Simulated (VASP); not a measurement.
# NiGe6Pd in VASP: notebook

Runs on NiGe6Pd. Level: PBE. Tasks: single point.

Program: VASP 6.6.1. These are calculated values, not measurements. Logs are shortened: lines on timing, memory, paths and dates and some standing lists are left out, and cuts for length are marked.

## 1. The cell of the first run

Symmetry: Fm-3m, No. 225, cubic system. The conventional cell has a = 8.195 Å, b = 8.195 Å, c = 8.195 Å, α = 90.00°, β = 90.00°, γ = 90.00°. Within 3.8 Å of Ni (site symmetry m-3m) lie 12 Ge at 2.90 Å. Ge (site symmetry mmm) has 2 Ni at 2.90 Å and 8 Ge at 2.90 Å and 2 Pd at 2.90 Å within 3.8 Å. Pd (site symmetry m-3m) has 12 Ge at 2.90 Å within 3.8 Å.

The cell was generated, and may not be a known phase.

## 2. Single point, PBE

Contents of INCAR:

```
SYSTEM = NiGe6Pd
ALGO = Normal
EDIFF = 1E-6
ENCUT = 600
GGA = PE
GGA_COMPAT = .FALSE.
ISIF = 2
ISMEAR = 0
LASPH = .TRUE.
LCHARG = .FALSE.
LREAL = .FALSE.
LWAVE = .FALSE.
NBANDS = 62
NELM = 120
PREC = Accurate
SIGMA = 0.1
```

Contents of KPOINTS:

```
k-points
0
G
  8 8 8
  0 0 0
```

Contents of POSCAR:

```
NiGe6Pd
1.0
    0.0000000000      4.0972999193      4.0972999193
    4.0972999193      0.0000000000      4.0972999193
    4.0972999193      4.0972999193      0.0000000000
Ni Ge Pd
1 6 1
Direct
    0.0000000000      0.0000000000      0.0000000000
    0.0000000000      0.5000000000      0.0000000000
    0.0000000000      0.5000000000      0.5000000000
    0.0000000000      0.0000000000      0.5000000000
    0.5000000000      0.0000000000      0.5000000000
    0.5000000000      0.0000000000      0.0000000000
    0.5000000000      0.5000000000      0.0000000000
    0.5000000000      0.5000000000      0.5000000000
```

Potentials or basis: VASP PAW PBE potentials, release 64 (Ni, Ge_d, Pd).

Launch:

```bash
> cat potpaw_PBE.64/Ni/POTCAR potpaw_PBE.64/Ge_d/POTCAR potpaw_PBE.64/Pd/POTCAR > POTCAR
> mpirun -np 1 vasp_std > vasp.out
```

OUTCAR:

```text
SYSTEM = NiGe6Pd
   EDIFF = 1E-6
   ENCUT = 600
   GGA = PE
   ISIF = 2
   ISMEAR = 0
   LASPH = .TRUE.
   LREAL = .FALSE.
   NELM = 120
   PREC = Accurate

 ion  position               nearest neighbor table
   1  0.000  0.000  0.000-   2 2.90   4 2.90   6 2.90   3 2.90   4 2.90   5 2.90   2 2.90   3 2.90
                             7 2.90   5 2.90   6 2.90   7 2.90
   2  0.000  0.500  0.000-   1 2.90   3 2.90   7 2.90   3 2.90   4 2.90   8 2.90   1 2.90   4 2.90
                             6 2.90   6 2.90   7 2.90   8 2.90
   3  0.000  0.500  0.500-   2 2.90   4 2.90   8 2.90   1 2.90   2 2.90   7 2.90   1 2.90   4 2.90
                             5 2.90   5 2.90   7 2.90   8 2.90
   4  0.000  0.000  0.500-   1 2.90   3 2.90   5 2.90   1 2.90   2 2.90   6 2.90   2 2.90   3 2.90
                             8 2.90   5 2.90   6 2.90   8 2.90
   5  0.500  0.000  0.500-   4 2.90   6 2.90   8 2.90   1 2.90   6 2.90   7 2.90   3 2.90   7 2.90
                             8 2.90   1 2.90   3 2.90   4 2.90
   6  0.500  0.000  0.000-   1 2.90   5 2.90   7 2.90   4 2.90   5 2.90   8 2.90   2 2.90   7 2.90
                             8 2.90   1 2.90   2 2.90   4 2.90
   7  0.500  0.500  0.000-   2 2.90   6 2.90   8 2.90   3 2.90   5 2.90   8 2.90   1 2.90   5 2.90
                             6 2.90   1 2.90   2 2.90   3 2.90
   8  0.500  0.500  0.500-   3 2.90   5 2.90   7 2.90   2 2.90   6 2.90   7 2.90   4 2.90   5 2.90
                             6 2.90   2 2.90   3 2.90   4 2.90

  LATTYP: Found a face centered cubic cell.
 ALAT       =     8.1945998386

  Lattice vectors:

 A1 = (   0.0000000000,   4.0972999193,   4.0972999193)
 A2 = (   4.0972999193,   0.0000000000,   4.0972999193)
 A3 = (   4.0972999193,   4.0972999193,   0.0000000000)

Analysis of symmetry for initial positions (statically):
=====================================================================
 Subroutine PRICEL returns:
 Original cell was already a primitive cell.

 Routine SETGRP: Setting up the symmetry group for a
 face centered cubic supercell.

 Subroutine GETGRP returns: Found 48 space group operations
 (whereof 48 operations were pure point group operations)
 out of a pool of 48 trial point group operations.

The static configuration has the point symmetry O_h .

Analysis of symmetry for dynamics (positions and initial velocities):
=====================================================================
 Subroutine PRICEL returns:
 Original cell was already a primitive cell.

 Routine SETGRP: Setting up the symmetry group for a
 face centered cubic supercell.

 Subroutine GETGRP returns: Found 48 space group operations
 (whereof 48 operations were pure point group operations)
 out of a pool of 48 trial point group operations.

The dynamic configuration has the point symmetry O_h .

 Subroutine INISYM returns: Found 48 space group operations
 (whereof 48 operations are pure point group operations),
 and found     1 'primitive' translations

----------------------------------------------------------------------------------------

                                     Primitive cell

  volume of cell :     137.5698

  direct lattice vectors                    reciprocal lattice vectors
     0.000000000  4.097299919  4.097299919    -0.122031584  0.122031584  0.122031584
     4.097299919  0.000000000  4.097299919     0.122031584 -0.122031584  0.122031584
     4.097299919  4.097299919  0.000000000     0.122031584  0.122031584 -0.122031584

  length of vectors
     5.794457115  5.794457115  5.794457115     0.211364904  0.211364904  0.211364904

  position of ions in fractional coordinates (direct lattice)
     0.000000000  0.000000000  0.000000000
     0.000000000  0.500000000  0.000000000
     0.000000000  0.500000000  0.500000000
     0.000000000  0.000000000  0.500000000
     0.500000000  0.000000000  0.500000000
     0.500000000  0.000000000  0.000000000
     0.500000000  0.500000000  0.000000000
     0.500000000  0.500000000  0.500000000

  ion indices of the primitive-cell ions
   primitive index   ion index
                 1           1
                 2           2
                 3           3
                 4           4
                 5           5
                 6           6
                 7           7
                 8           8

----------------------------------------------------------------------------------------

 KPOINTS: k-points

Automatic generation of k-mesh.
 Grid dimensions read from file:
 generate k-points for:    8    8    8

 Generating k-lattice:

  Cartesian coordinates                     Fractional coordinates (reciprocal lattice)
    -0.015253948  0.015253948  0.015253948     0.125000000  0.000000000  0.000000000
     0.015253948 -0.015253948  0.015253948     0.000000000  0.125000000  0.000000000
     0.015253948  0.015253948 -0.015253948     0.000000000  0.000000000  0.125000000

  Length of vectors
     0.026420613  0.026420613  0.026420613

  Shift w.r.t. Gamma in fractional coordinates (k-lattice)
     0.000000000  0.000000000  0.000000000

 Subroutine IBZKPT returns following result:
 ===========================================

 Found     29 irreducible k-points:

 Following reciprocal coordinates:
            Coordinates               Weight
  0.000000  0.000000  0.000000      1.000000
  0.125000  0.000000  0.000000      8.000000
  0.250000  0.000000  0.000000      8.000000
  0.375000  0.000000  0.000000      8.000000
  0.500000  0.000000  0.000000      4.000000
  0.125000  0.125000  0.000000      6.000000
[... 16 lines left out ...]
  0.500000  0.250000  0.125000     48.000000
 -0.375000  0.250000  0.125000     24.000000
 [... further k-points ...]
   k-points           NKPTS =     29   k-points in BZ     NKDIM =     29   number of bands    NBANDS=     62
   number of dos      NEDOS =    301   number of ions     NIONS =      8
   total plane-waves  NPLWV = 110592
   dimension x,y,z NGX =    48 NGY =   48 NGZ =   48
   dimension x,y,z NGXF=    96 NGYF=   96 NGZF=   96
   ions per type =               1   6   1
   NGX,Y,Z   is equivalent  to a cutoff of  13.77, 13.77, 13.77 a.u.
   NGXF,Y,Z  is equivalent  to a cutoff of  27.54, 27.54, 27.54 a.u.
 SYSTEM =  NiGe6Pd
   PREC   = accura    normal or accurate (medium, high low for compatibility)
   ISTART =      0    job   : 0-new  1-cont  2-samecut
   ICHARG =      2    charge: 1-file 2-atom 10-const
   ISPIN  =      1    spin polarized calculation?
   LNONCOLLINEAR =      F non collinear calculations
   LSORBIT =      F    spin-orbit coupling
   LASPH  =      T    aspherical Exc in radial PAW
   ENCUT  =  600.0 eV  44.10 Ry    6.64 a.u.  11.57 11.57 11.57*2*pi/ulx,y,z
   NELM   =    120;   NELMIN=  2; NELMDL= -5     # of ELM steps
   EDIFF  = 0.1E-05   stopping-criterion for ELM
   LREAL  =      F    real-space projection
   EDIFFG = 0.1E-04   stopping-criterion for IOM
   NSW    =      0    number of steps for IOM
   IBRION =     -1    ionic relax: 0-MD 1-quasi-New 2-CG
   NFREE  =      0    steps in history (QN), initial steepest desc. (CG)
   ISIF   =      2    stress and relaxation
   ISYM   =      2    0-nonsym 1-usesym 2-fastsym
   POTIM  = 0.5000    time-step for ionic-motion
   TEBEG  =    0.0;   TEEND  =   0.0 temperature during run
   PSTRESS=    0.0 pullay stress
   NELECT =     104.0000    total number of electrons
   NUPDOWN=      -1.0000    fix difference up-down
   EMIN   =  10.00;   EMAX   =-10.00  energy-range for DOS
   EFERMI =   0.00;   METHOD = LEGACY
   ISMEAR =     0;   SIGMA  =   0.10  broadening in eV -4-tet -1-fermi 0-gaus
   EFERMI_NEDOS =   21; number of points for ismear=-14 and -15
   IALGO  =     38    algorithm
   IMIX   =      4    mixing-type and parameters
     AMIX     =   0.40;   BMIX     =  1.00
     AMIX_MAG =   1.60;   BMIX_MAG =  1.00
  volume/ion in A,a.u.               =      17.20       116.05
  Fermi-wavevector in a.u.,A,eV,Ry     =   1.491345  2.818234 30.260862  2.224111
  Thomas-Fermi vector in A             =   2.604012
   LORBIT       =      0    0 simple, 1 ext, 2 COOP (PROOUT), +10 PAW based schemes
   GGA     = PE    functional components
   LHFCALC =     F    Hartree Fock is set to
   AEXX    =    0.0000 exact exchange contribution
   IVDW    =     0    specifies the selected vdW correction
   LEPSILON=     F    determine dielectric tensor
   LRPA    =     F    only Hartree local field effects (RPA)
 non-spin polarized calculation
 Gauss-broadening in eV      SIGMA  =   0.10
  energy-cutoff  :      600.00
  volume of cell :      137.57
 maximum number of plane-waves:      4621
 NGX is ok and might be reduce to    48
   NGX = 23   NGY = 23   NGZ = 23

 number of electron     104.0000039 magnetization

 Free energy of the ion-electron system (eV)
  ---------------------------------------------------
  ext. energy  EPLUGINS =         0.00000000
  ---------------------------------------------------
  free energy    TOTEN  =       -36.37421574 eV

  energy without entropy =      -36.35302157  energy(sigma->0) =      -36.36361865

 E-fermi :   7.4981     XC(G=0): -11.7022

 val. band max:        7.4955407079   @ k =  -0.2500   0.5000   0.2500
 cond. band min:       7.5299102070   @ k =   0.5000   0.2500   0.1250
 fundamental gap:      0.0343694991
 Fermi energy:         7.4980579308

 k-point     1 :       0.0000    0.0000    0.0000
  band No.  band energies     occupation
      1     -17.3067      2.00000
      2     -17.3067      2.00000
      3     -17.3067      2.00000
      4     -17.2996      2.00000
      5     -17.2644      2.00000
      6     -17.2644      2.00000
[... 54 lines left out ...]
     61      13.0994      0.00000
     62      15.1980      0.00000

 k-point     2 :       0.1250    0.0000    0.0000
  band No.  band energies     occupation
      1     -17.3043      2.00000
      2     -17.3027      2.00000
      3     -17.3027      2.00000
      4     -17.2959      2.00000
      5     -17.2657      2.00000
      6     -17.2609      2.00000
[... 1419 lines left out ...]
     61      11.9085      0.00000
     62      12.3848      0.00000

 k-point    24 :      -0.3750    0.2500    0.1250
  band No.  band energies     occupation
      1     -17.2823      2.00000
      2     -17.2759      2.00000
      3     -17.2643      2.00000
      4     -17.2615      2.00000
      5     -17.2534      2.00000
      6     -17.2489      2.00000
[... 54 lines left out ...]
     61      12.4922      0.00000
     62      12.5287      0.00000

 [... further k-points ...]
[... 5 lines left out ...]
  --------------------------------------------------------------------------------------
  -------------------------------------------------------------------------------------
  Total        0.0885407      0.0885407      0.0885407      0.0000000      0.0000000     -0.0000000
  in kB        1.0311700      1.0311700      1.0311700      0.0000000      0.0000000     -0.0000000
  external PRESSURE =       1.0311700 kB  Pullay stress =       0.0000000 kB

 VOLUME and BASIS-vectors are now :
 -----------------------------------------------------------------------------
  energy-cutoff  :      600.00
  volume of cell :      137.57
      direct lattice vectors                 reciprocal lattice vectors
     0.000000000  4.097299919  4.097299919    -0.122031584  0.122031584  0.122031584
     4.097299919  0.000000000  4.097299919     0.122031584 -0.122031584  0.122031584
     4.097299919  4.097299919  0.000000000     0.122031584  0.122031584 -0.122031584

 POSITION                                       TOTAL-FORCE (eV/Angst)
 -----------------------------------------------------------------------------------
      0.00000      0.00000      0.00000        -0.000000      0.000000      0.000000
      2.04865      0.00000      2.04865         0.000000      0.000000      0.000000
      4.09730      2.04865      2.04865        -0.000000      0.000000      0.000000
      2.04865      2.04865      0.00000        -0.000000     -0.000000      0.000000
      2.04865      4.09730      2.04865         0.000000     -0.000000     -0.000000
      0.00000      2.04865      2.04865        -0.000000      0.000000     -0.000000
      2.04865      2.04865      4.09730        -0.000000      0.000000      0.000000
      4.09730      4.09730      4.09730         0.000000      0.000000      0.000000
 -----------------------------------------------------------------------------------
    total drift:                                0.000000      0.000000      0.000000

  FREE ENERGIE OF THE ION-ELECTRON SYSTEM (eV)
  ---------------------------------------------------
  free  energy   TOTEN  =       -36.3742157395 eV

  energy  without entropy=      -36.3530215658  energy(sigma->0) =      -36.36361865
```

It took 8.6 min on 1 thread of Oxide Virtual Turin-like, shared host; peak memory 0.45 GiB.

Results:

* Free energy: -36.3742 eV
* Pressure: 0.1 GPa
* Band gap on the k mesh: zero (bands 52 and 53 overlap by 1.20 eV)

Levels at points of the mesh, in eV from the Fermi level:
```tsv
k point	band 48	band 49	band 50	band 51	band 52	band 53	band 54	band 55	band 56	band 57
(0.00, 0.00, 0.00)	-2.01	-0.87	-0.87	-0.87	-0.85	-0.85	-0.71	0.64	3.17	3.17
(0.50, 0.00, 0.00)	-1.02	-0.73	-0.73	-0.50	-0.50	-0.50	-0.37	2.27	2.27	2.57
(0.50, 0.50, 0.00)	-0.37	-0.37	-0.05	-0.04	-0.04	0.07	0.32	0.78	1.04	1.04
```

[end of part 1 of 2]

The gap in the log of VASP goes by the Fermi energy; the results here count the filled bands.